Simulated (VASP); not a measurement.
# LaC2 (I4/mmm) in VASP: single point with LDA

Aim: the single point of LaC2 with LDA.

All numbers are computed with VASP 6.6.1; they aren't measurements. Logs are shortened: lines on timing, memory, paths and dates and some standing lists are left out, and cuts for length are marked.

## Step 1: The cell of the first run

It takes space group I4/mmm (No. 139, tetragonal). Conventional cell: a = 3.859 Å, b = 3.859 Å, c = 6.496 Å, α = 90.00°, β = 90.00°, γ = 90.00°. Within 3.4 Å of La (site symmetry 4/mmm) lie 10 C at 2.61 to 2.80 Å. Within 1.7 Å of C (site symmetry 4mm) lie 1 C at 1.29 Å.

## Step 2: Single point, LDA

INCAR

```
SYSTEM = LaC2
ALGO = Fast
EDIFF = 1E-6
ENCUT = 520
ISIF = 2
ISMEAR = 0
LASPH = .TRUE.
LCHARG = .TRUE.
LELF = .TRUE.
LREAL = .FALSE.
LVHAR = .TRUE.
LWAVE = .FALSE.
NBANDS = 16
NELM = 100
PREC = Accurate
SIGMA = 0.1
```

KPOINTS

```
k-points
0
G
  16 16 16
  0 0 0
```

POSCAR

```
LaC2
1.0
   -1.9293386113      1.9293386113      3.2479087893
    1.9293386113     -1.9293386113      3.2479087893
    1.9293386113      1.9293386113     -3.2479087893
La C
1 2
Direct
    0.0000000000      0.0000000000      0.0000000000
    0.4010891634      0.4010891634      0.0000000000
    0.5989108366      0.5989108366      0.0000000000
```

Potentials or basis: VASP PAW LDA potentials, release 64 (La, C).

Launch:

```bash
> cat potpaw_LDA.64/La/POTCAR potpaw_LDA.64/C/POTCAR > POTCAR
> mpirun -np 1 vasp_std > vasp.out
```

OUTCAR:

```text
SYSTEM = LaC2
   EDIFF = 1E-6
   ENCUT = 520
   ISIF = 2
   ISMEAR = 0
   LASPH = .TRUE.
   LREAL = .FALSE.
   NELM = 100
   PREC = Accurate

 ion  position               nearest neighbor table
   1  0.000  0.000  0.000-   2 2.61   3 2.61   3 2.80   2 2.80   3 2.80   3 2.80   3 2.80   2 2.80
                             2 2.80   2 2.80
   2  0.401  0.401  0.000-   3 1.29   1 2.61   1 2.80   1 2.80   1 2.80   1 2.80
   3  0.599  0.599  0.000-   2 1.29   1 2.61   1 2.80   1 2.80   1 2.80   1 2.80

  LATTYP: Found a body centered tetragonal cell.
 ALAT       =     3.8586772226
 C/A-ratio  =     1.6834311874

  Lattice vectors:

 A1 = (  -1.9293386113,   1.9293386113,   3.2479087893)
 A2 = (   1.9293386113,  -1.9293386113,   3.2479087893)
 A3 = (   1.9293386113,   1.9293386113,  -3.2479087893)

Analysis of symmetry for initial positions (statically):
=====================================================================
 Subroutine PRICEL returns:
 Original cell was already a primitive cell.

 Routine SETGRP: Setting up the symmetry group for a
 body centered tetragonal supercell.

 Subroutine GETGRP returns: Found 16 space group operations
 (whereof 16 operations were pure point group operations)
 out of a pool of 16 trial point group operations.

The static configuration has the point symmetry D_4h.

Analysis of symmetry for dynamics (positions and initial velocities):
=====================================================================
 Subroutine PRICEL returns:
 Original cell was already a primitive cell.

 Routine SETGRP: Setting up the symmetry group for a
 body centered tetragonal supercell.

 Subroutine GETGRP returns: Found 16 space group operations
 (whereof 16 operations were pure point group operations)
 out of a pool of 16 trial point group operations.

The dynamic configuration has the point symmetry D_4h.

 Subroutine INISYM returns: Found 16 space group operations
 (whereof 16 operations are pure point group operations),
 and found     1 'primitive' translations

----------------------------------------------------------------------------------------

                                     Primitive cell

  volume of cell :      48.3594

  direct lattice vectors                    reciprocal lattice vectors
    -1.929338611  1.929338611  3.247908789     0.000000000  0.259156167  0.153945210
     1.929338611 -1.929338611  3.247908789     0.259156167  0.000000000  0.153945210
     1.929338611  1.929338611 -3.247908789     0.259156167  0.259156167  0.000000000

  length of vectors
     4.241887134  4.241887134  4.241887134     0.301431662  0.301431662  0.366502167

  position of ions in fractional coordinates (direct lattice)
     0.000000000  0.000000000  0.000000000
     0.401089163  0.401089163  0.000000000
     0.598910837  0.598910837  0.000000000

  ion indices of the primitive-cell ions
   primitive index   ion index
                 1           1
                 2           2
                 3           3

----------------------------------------------------------------------------------------

 KPOINTS: k-points

Automatic generation of k-mesh.
 Grid dimensions read from file:
 generate k-points for:   16   16   16

 Generating k-lattice:

  Cartesian coordinates                     Fractional coordinates (reciprocal lattice)
     0.000000000  0.016197260  0.009621576     0.062500000  0.000000000  0.000000000
     0.016197260  0.000000000  0.009621576     0.000000000  0.062500000  0.000000000
     0.016197260  0.016197260  0.000000000     0.000000000  0.000000000  0.062500000

  Length of vectors
     0.018839479  0.018839479  0.022906385

  Shift w.r.t. Gamma in fractional coordinates (k-lattice)
     0.000000000  0.000000000  0.000000000

 Subroutine IBZKPT returns following result:
 ===========================================

 Found    349 irreducible k-points:

 Following reciprocal coordinates:
            Coordinates               Weight
  0.000000  0.000000  0.000000      1.000000
  0.062500 -0.000000  0.000000      8.000000
  0.125000 -0.000000  0.000000      8.000000
  0.187500 -0.000000  0.000000      8.000000
  0.250000 -0.000000  0.000000      8.000000
  0.312500 -0.000000  0.000000      8.000000
[... 16 lines left out ...]
 -0.125000  0.062500 -0.000000     16.000000
 -0.062500  0.062500  0.000000      4.000000
 [... further k-points ...]
   k-points           NKPTS =    349   k-points in BZ     NKDIM =    349   number of bands    NBANDS=     16
   number of dos      NEDOS =    301   number of ions     NIONS =      3
   total plane-waves  NPLWV =  32768
   dimension x,y,z NGX =    32 NGY =   32 NGZ =   32
   dimension x,y,z NGXF=    64 NGYF=   64 NGZF=   64
   ions per type =               1   2
   NGX,Y,Z   is equivalent  to a cutoff of  12.54, 12.54, 12.54 a.u.
   NGXF,Y,Z  is equivalent  to a cutoff of  25.08, 25.08, 25.08 a.u.
 SYSTEM =  LaC2
   PREC   = accura    normal or accurate (medium, high low for compatibility)
   ISTART =      0    job   : 0-new  1-cont  2-samecut
   ICHARG =      2    charge: 1-file 2-atom 10-const
   ISPIN  =      1    spin polarized calculation?
   LNONCOLLINEAR =      F non collinear calculations
   LSORBIT =      F    spin-orbit coupling
   LASPH  =      T    aspherical Exc in radial PAW
   ENCUT  =  520.0 eV  38.22 Ry    6.18 a.u.   7.89  7.89  7.89*2*pi/ulx,y,z
   NELM   =    100;   NELMIN=  2; NELMDL= -5     # of ELM steps
   EDIFF  = 0.1E-05   stopping-criterion for ELM
   LREAL  =      F    real-space projection
   EDIFFG = 0.1E-04   stopping-criterion for IOM
   NSW    =      0    number of steps for IOM
   IBRION =     -1    ionic relax: 0-MD 1-quasi-New 2-CG
   NFREE  =      0    steps in history (QN), initial steepest desc. (CG)
   ISIF   =      2    stress and relaxation
   ISYM   =      2    0-nonsym 1-usesym 2-fastsym
   POTIM  = 0.5000    time-step for ionic-motion
   TEBEG  =    0.0;   TEEND  =   0.0 temperature during run
   PSTRESS=    0.0 pullay stress
   NELECT =      19.0000    total number of electrons
   NUPDOWN=      -1.0000    fix difference up-down
   EMIN   =  10.00;   EMAX   =-10.00  energy-range for DOS
   EFERMI =   0.00;   METHOD = LEGACY
   ISMEAR =     0;   SIGMA  =   0.10  broadening in eV -4-tet -1-fermi 0-gaus
   EFERMI_NEDOS =   21; number of points for ismear=-14 and -15
   IALGO  =     68    algorithm
   IMIX   =      4    mixing-type and parameters
     AMIX     =   0.40;   BMIX     =  1.00
     AMIX_MAG =   1.60;   BMIX_MAG =  1.00
  volume/ion in A,a.u.               =      16.12       108.78
  Fermi-wavevector in a.u.,A,eV,Ry     =   1.199037  2.265851 19.560945  1.437689
  Thomas-Fermi vector in A             =   2.334910
   LORBIT       =      0    0 simple, 1 ext, 2 COOP (PROOUT), +10 PAW based schemes
   GGA     = CA    functional components
   LHFCALC =     F    Hartree Fock is set to
   AEXX    =    0.0000 exact exchange contribution
   IVDW    =     0    specifies the selected vdW correction
   LEPSILON=     F    determine dielectric tensor
   LRPA    =     F    only Hartree local field effects (RPA)
 non-spin polarized calculation
 RMM-DIIS sequential band-by-band and
 Gauss-broadening in eV      SIGMA  =   0.10
  energy-cutoff  :      520.00
  volume of cell :       48.36
 maximum number of plane-waves:      1322
   NGX = 15   NGY = 15   NGZ = 15

 number of electron      19.0000000 magnetization

 Free energy of the ion-electron system (eV)
  ---------------------------------------------------
  ext. energy  EPLUGINS =         0.00000000
  ---------------------------------------------------
  free energy    TOTEN  =       -26.13663704 eV

  energy without entropy =      -26.13213491  energy(sigma->0) =      -26.13438598

 E-fermi :   7.5307     XC(G=0): -10.7373

 val. band max:        7.5282927494   @ k =   0.5000   0.5000   0.3750
 cond. band min:       7.5326185596   @ k =  -0.1875  -0.1875   0.1875
 fundamental gap:      0.0043258102
 Fermi energy:         7.5306584692

 k-point     1 :       0.0000    0.0000    0.0000
  band No.  band energies     occupation
      1     -24.5567      2.00000
      2      -8.1089      2.00000
      3      -8.1089      2.00000
      4      -7.9797      2.00000
      5      -7.1089      2.00000
      6       2.6920      2.00000
[... 8 lines left out ...]
     15      10.3158      0.00000
     16      10.4883      0.00000

 k-point     2 :       0.0625   -0.0000    0.0000
  band No.  band energies     occupation
      1     -24.5529      2.00000
      2      -8.2538      2.00000
      3      -8.1067      2.00000
      4      -7.9954      2.00000
      5      -6.9593      2.00000
      6       2.4228      2.00000
[... 8 lines left out ...]
     15      10.3070      0.00000
     16      10.3363      0.00000

 k-point     3 :       0.1250   -0.0000    0.0000
  band No.  band energies     occupation
      1     -24.5420      2.00000
      2      -8.5616      2.00000
      3      -8.1005      2.00000
      4      -8.0211      2.00000
      5      -6.6565      2.00000
      6       2.1114      2.00000
[... 8 lines left out ...]
     15      10.2942      0.00000
     16      10.2994      0.00000

 k-point     4 :       0.1875   -0.0000    0.0000
  band No.  band energies     occupation
      1     -24.5256      2.00000
      2      -8.8955      2.00000
      3      -8.0911      2.00000
      4      -8.0554      2.00000
      5      -6.3334      2.00000
      6       1.8171      2.00000
[... 8 lines left out ...]
     15      10.2831      0.00000
     16      10.2852      0.00000

 k-point     5 :       0.2500   -0.0000    0.0000
  band No.  band energies     occupation
      1     -24.5062      2.00000
      2      -9.2050      2.00000
      3      -8.0946      2.00000
      4      -8.0798      2.00000
      5      -6.0362      2.00000
      6       1.5492      2.00000
[... 8 lines left out ...]
     15      10.2919      0.00000
     16      10.2932      0.00000

 k-point     6 :       0.3125   -0.0000    0.0000
  band No.  band energies     occupation
      1     -24.4866      2.00000
      2      -9.4657      2.00000
      3      -8.1331      2.00000
      4      -8.0683      2.00000
      5      -5.7866      2.00000
      6       1.3190      2.00000
[... 8 lines left out ...]
     15      10.2968      0.00000
     16      10.3092      0.00000
[... 267 lines left out ...]
 k-point    21 :      -0.2500    0.0625   -0.0000
  band No.  band energies     occupation
      1     -24.5070      2.00000
      2      -9.1706      2.00000
      3      -8.1193      2.00000
      4      -8.0727      2.00000
      5      -6.0453      2.00000
      6       1.7702      2.00000
[... 8 lines left out ...]
     15      10.2682      0.00000
     16      10.3555      0.00000

 k-point    22 :      -0.1875    0.0625   -0.0000
  band No.  band energies     occupation
      1     -24.5258      2.00000
      2      -8.8754      2.00000
      3      -8.1287      2.00000
      4      -8.0384      2.00000
      5      -6.3182      2.00000
      6       2.0745      2.00000
[... 8 lines left out ...]
     15      10.2773      0.00000
     16      10.3205      0.00000

 k-point    23 :      -0.1250    0.0625   -0.0000
  band No.  band energies     occupation
      1     -24.5411      2.00000
      2      -8.5717      2.00000
      3      -8.1377      2.00000
      4      -8.0081      2.00000
      5      -6.6089      2.00000
      6       2.4021      2.00000
[... 8 lines left out ...]
     15      10.2692      0.00000
     16      10.3761      0.00000

 k-point    24 :      -0.0625    0.0625    0.0000
  band No.  band energies     occupation
      1     -24.5506      2.00000
      2      -8.3267      2.00000
      3      -8.1320      2.00000
      4      -7.9894      2.00000
      5      -6.8621      2.00000
      6       2.7059      2.00000
[... 8 lines left out ...]
     15      10.2850      0.00000
     16      10.3533      0.00000

 [... further k-points ...]

------------------------ aborting loop because EDIFF is reached ----------------------------------------

  FORCE on cell =-STRESS in cart. coord.  units (eV):
  Direction    XX          YY          ZZ          XY          YZ          ZX
  --------------------------------------------------------------------------------------
  -------------------------------------------------------------------------------------
  Total        0.0196411      0.0196411      0.1131244      0.0000000      0.0000000      0.0000000
  in kB        0.6507210      0.6507210      3.7478845      0.0000000      0.0000000      0.0000000
  external PRESSURE =       1.6831089 kB  Pullay stress =       0.0000000 kB

 VOLUME and BASIS-vectors are now :
 -----------------------------------------------------------------------------
  energy-cutoff  :      520.00
  volume of cell :       48.36
      direct lattice vectors                 reciprocal lattice vectors
    -1.929338611  1.929338611  3.247908789     0.000000000  0.259156167  0.153945210
     1.929338611 -1.929338611  3.247908789     0.259156167  0.000000000  0.153945210
     1.929338611  1.929338611 -3.247908789     0.259156167  0.259156167  0.000000000

 POSITION                                       TOTAL-FORCE (eV/Angst)
 -----------------------------------------------------------------------------------
      0.00000      0.00000      0.00000         0.000000      0.000000      0.000000
      0.00000      0.00000      2.60540        -0.000000     -0.000000     -0.096213
      0.00000      0.00000      3.89042        -0.000000     -0.000000      0.096213
 -----------------------------------------------------------------------------------
    total drift:                               -0.000000     -0.000000     -0.000000

  FREE ENERGIE OF THE ION-ELECTRON SYSTEM (eV)
  ---------------------------------------------------
  free  energy   TOTEN  =       -26.1366370438 eV

  energy  without entropy=      -26.1321349090  energy(sigma->0) =      -26.13438598
```

Run time: 21 min. Hardware: 1 thread of Intel Xeon Platinum 8259CL at 2.50GHz (Skylake/Cascade Lake), shared host; peak memory 0.44 GiB.

Results:

* Free energy: -26.1366 eV
* Pressure: 0.2 GPa
* Largest force: 0.096 eV/Å
* Band gap on the k mesh: zero (an odd number of electrons rules out a gap without spin polarisation)

Forces on the atoms (eV/Å):
```
La   0.000  0.000  0.000
C    0.000  0.000 -0.096
C    0.000  0.000  0.096
```

Levels at points of the mesh, in eV from the Fermi level:
```tsv
k point	band 8	band 9	band 10	band 11	band 12	band 13
(0.00, 0.00, 0.00)	-3.15	-3.15	-0.10	-0.10	0.53	2.02
(0.50, 0.00, 0.00)	-4.64	-2.09	1.11	1.58	2.18	2.63
(0.50, 0.50, 0.00)	-3.37	-2.94	-2.36	2.28	2.38	2.43
(0.50, 0.50, 0.50)	-3.30	-2.58	-0.76	2.46	2.50	2.52
```

Caveat: spin-orbit coupling is left out, which moves the levels of the heavy elements.
